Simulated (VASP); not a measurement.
# W (Fm-3m) in VASP: notebook, part 2 of 2

VASP 6.6.1. Earlier steps stand in the parts before.

### 4 Relaxation of cell and atoms, PBE

Contents of INCAR:

```
SYSTEM = W
ALGO = Fast
EDIFF = 1E-6
EDIFFG = -0.01
ENCUT = 600
GGA = PE
IBRION = 2
ISIF = 3
ISMEAR = -1
LASPH = .True.
LCHARG = .False.
LREAL = .False.
LWAVE = .False.
NELM = 100
NSW = 60
PREC = Accurate
SIGMA = 0.05
```

Contents of KPOINTS:

```
k-points
0
Gamma
  11 11 11
  0 0 0
```

Contents of POSCAR:

```
W
1.0
    0.0000000000      2.0300000000      2.0300000000
    2.0300000000      0.0000000000      2.0300000000
    2.0300000000      2.0300000000      0.0000000000
W
1
Direct
    0.0000000000      0.0000000000      0.0000000000
```

Potentials or basis: VASP PAW PBE potentials, release 64 (W_sv).

Started as:

```sh
cat potpaw_PBE.64/W_sv/POTCAR > POTCAR
mpirun -np 1 vasp_std > vasp.out
```

OUTCAR:

```text
SYSTEM = W
   EDIFF = 1E-6
   EDIFFG = -0.01
   ENCUT = 600
   GGA = PE
   IBRION = 2
   ISIF = 3
   ISMEAR = -1
   LASPH = .True.
   LREAL = .False.
   NELM = 100
   NSW = 60
   PREC = Accurate

 ion  position               nearest neighbor table
   1  0.000  0.000  0.000-

  LATTYP: Found a face centered cubic cell.
 ALAT       =     4.0600000000

  Lattice vectors:

 A1 = (   0.0000000000,   2.0300000000,   2.0300000000)
 A2 = (   2.0300000000,   0.0000000000,   2.0300000000)
 A3 = (   2.0300000000,   2.0300000000,   0.0000000000)

Analysis of symmetry for initial positions (statically):
=====================================================================
 Subroutine PRICEL returns:
 Original cell was already a primitive cell.

 Routine SETGRP: Setting up the symmetry group for a
 face centered cubic supercell.

 Subroutine GETGRP returns: Found 48 space group operations
 (whereof 48 operations were pure point group operations)
 out of a pool of 48 trial point group operations.

The static configuration has the point symmetry O_h .

Analysis of symmetry for dynamics (positions and initial velocities):
=====================================================================
 Subroutine PRICEL returns:
 Original cell was already a primitive cell.

 Routine SETGRP: Setting up the symmetry group for a
 face centered cubic supercell.

 Subroutine GETGRP returns: Found 48 space group operations
 (whereof 48 operations were pure point group operations)
 out of a pool of 48 trial point group operations.

The dynamic configuration has the point symmetry O_h .

 Subroutine INISYM returns: Found 48 space group operations
 (whereof 48 operations are pure point group operations),
 and found     1 'primitive' translations

[... 123 lines left out ...]
 conjugate gradient relaxation of ions
 non-spin polarized calculation
 RMM-DIIS sequential band-by-band and
  energy-cutoff  :      600.00
  volume of cell :       16.73
 maximum number of plane-waves:       568
   NGX = 11   NGY = 11   NGZ = 11

--------------------------------------- Ionic step        1  -------------------------------------------

 number of electron      14.0000002 magnetization

 Free energy of the ion-electron system (eV)
  ---------------------------------------------------
  ext. energy  EPLUGINS =         0.00000000
  ---------------------------------------------------
  free energy    TOTEN  =       -12.48174076 eV

  energy without entropy =      -12.47301713  energy(sigma->0) =      -12.47737895

------------------------ aborting loop because EDIFF is reached ----------------------------------------

  FORCE on cell =-STRESS in cart. coord.  units (eV):
  Direction    XX          YY          ZZ          XY          YZ          ZX
  --------------------------------------------------------------------------------------
  -------------------------------------------------------------------------------------
  Total       -0.4521715     -0.4521715     -0.4521715     -0.0000000     -0.0000000      0.0000000
  in kB      -43.3007705    -43.3007705    -43.3007705     -0.0000000     -0.0000000      0.0000000
  external PRESSURE =     -43.3007705 kB  Pullay stress =       0.0000000 kB
[... 57 lines left out ...]
--------------------------------------- Ionic step        3  -------------------------------------------

 number of electron      14.0000002 magnetization

 Free energy of the ion-electron system (eV)
  ---------------------------------------------------
  ext. energy  EPLUGINS =         0.00000000
  ---------------------------------------------------
  free energy    TOTEN  =       -12.48532356 eV

  energy without entropy =      -12.47690302  energy(sigma->0) =      -12.48111329

 E-fermi :  10.4329     XC(G=0): -13.4117

 val. band max:       10.3906618523   @ k =  -0.2727   0.0909   0.0000
 cond. band min:      10.4515390936   @ k =   0.1818   0.0909   0.0000
 fundamental gap:      0.0608772413
 Fermi energy:        10.4328786840

 k-point     1 :       0.0000    0.0000    0.0000
  band No.  band energies     occupation
      1     -63.2514      2.00000
      2     -26.8871      2.00000
      3     -26.8871      2.00000
      4     -26.8871      2.00000
      5       1.4610      2.00000
      6       9.8791      1.99997
      7       9.8791      1.99997
      8       9.8791      1.99997
      9      12.9851      0.00000
     10      12.9851      0.00000
     11      23.2133      0.00000
[... 309 lines left out ...]
 k-point    24 :      -0.1818    0.1818    0.0000
  band No.  band energies     occupation
      1     -63.1822      2.00000
      2     -27.5206      2.00000
      3     -27.1536      2.00000
      4     -26.9635      2.00000
      5       4.6186      2.00000
      6       8.3508      2.00000
      7       9.7895      1.99999
      8      11.3803      0.00000
      9      11.4464      0.00000
     10      14.9227      0.00000
     11      24.6782      0.00000

 [... further k-points ...]
[... 5 lines left out ...]
  --------------------------------------------------------------------------------------
  -------------------------------------------------------------------------------------
  Total       -0.0085197     -0.0085197     -0.0085197      0.0000000      0.0000000     -0.0000000
  in kB       -0.8282305     -0.8282305     -0.8282305      0.0000000      0.0000000     -0.0000000
  external PRESSURE =      -0.8282305 kB  Pullay stress =       0.0000000 kB
[... 16 lines left out ...]
  FREE ENERGIE OF THE ION-ELECTRON SYSTEM (eV)
  ---------------------------------------------------
  free  energy   TOTEN  =       -12.4853235649 eV

  energy  without entropy=      -12.4769030243  energy(sigma->0) =      -12.48111329

 reached required accuracy - stopping structural energy minimisation
```

Run time: 42 s. Hardware: 1 thread of Intel Xeon 8259CL, shared host; peak memory 0.15 GiB.

Results:

| Quantity | Value |
| --- | --- |
| Free energy | -12.4853 eV |
| Relaxed volume | 16.48 Å³/atom |
| Relaxed cell | a = 2.856 Å, b = 2.856 Å, c = 2.856 Å, α = 60.00°, β = 60.00°, γ = 60.00° |
| Space group after relaxing (to 0.05 Å) | Fm-3m (No. 225) |
| Energy gained by relaxing | 3.6 meV/atom |
| Ionic steps | 3 |
| Pressure after relaxing | -0.1 GPa |
| Band gap on the k mesh | zero (band 7 reaches 13.07 eV, above the bottom of band 8 at 9.88 eV) |

Step by step:
```
step  energy change (eV)  largest force (eV/Å)  pressure (GPa)  volume (Å³)
   1              0.0000                0.0000           -4.33        16.73
   2              0.0368                0.0000           16.58        15.66
   3             -0.0036                0.0000           -0.08        16.48
```

Final structure:
```yaml
crystal:
  lattice:
    - [0.00000, 2.01984, 2.01984]
    - [2.01984, 0.00000, 2.01984]
    - [2.01984, 2.01984, 0.00000]
  atoms:
    - { symbol: W, position: [0.00000, 0.00000, 0.00000] }
```

Caveat: spin-orbit coupling is left out, which moves the levels of the heavy elements.

### 5 The runs side by side

| task | level | cell | cutoff (eV) | gap on the mesh (eV) | pressure (GPa) |
| --- | --- | --- | --- | --- | --- |
| single point | RPBE | as given | 520 | none | -1.0 |
| single point | revPBE | as given | 520 | none | -2.0 |
| relaxation of cell and atoms | PBE | relaxed | 600 | none | -0.1 |

Alike in all rows: potentials or basis VASP PAW PBE potentials, release 64 (W_sv); no spin polarisation; k mesh 11 × 11 × 11; smearing fermi-dirac 0.05 eV.

Caveats: spin-orbit coupling is left out, which moves the levels of the heavy elements; the PAW data sets were made with another functional, which shifts forces and pressure a little (some runs).

Absolute energies hang on the potentials; compare differences alone.
